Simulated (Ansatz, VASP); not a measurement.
**One calculation of Ga3O2, two programs**

```
CELL_PARAMETERS angstrom
3.66464 0.00000 0.00000
-1.83232 3.17367 0.00000
0.00000 0.00000 5.70159
ATOMIC_POSITIONS crystal
Ga 0.00000 0.00000 0.00000
Ga 0.33333 0.66667 0.64500
Ga 0.66667 0.33333 0.35500
O 0.33333 0.66667 0.24500
O 0.66667 0.33333 0.75500
```

Alike in both runs: task relaxation of cell and atoms; functional PBE; k mesh 6 × 6 × 4; occupations gaussian, width 0.1 eV; no spin polarisation.

```csv
,VASP,Ansatz
version,VASP 6.6.1,Ansatz 0.2.0
potentials or method,"VASP PAW PBE potentials, release 64 (Ga_d, O), cutoff 600 eV","scalar-relativistic, plane waves, PAW"
valence electrons in the cell,51,51
```

|  | VASP | Ansatz | Ansatz less VASP |
| --- | --- | --- | --- |
| gap on the k mesh at the Fermi level, each at its own relaxed structure (eV) | none | none | - |
| relaxed volume (Å³/atom) | 13.48 | 14.67 | +1.190 |
| relaxed length of the cell vector where the two differ most in proportion (Å) | 7.846 | 8.923 | +1.0770 |

A gap of «none» marks a metal or a gap that the smearing closes. One of these differences is far larger than is usual between the two programs; its cause wasn't traced.
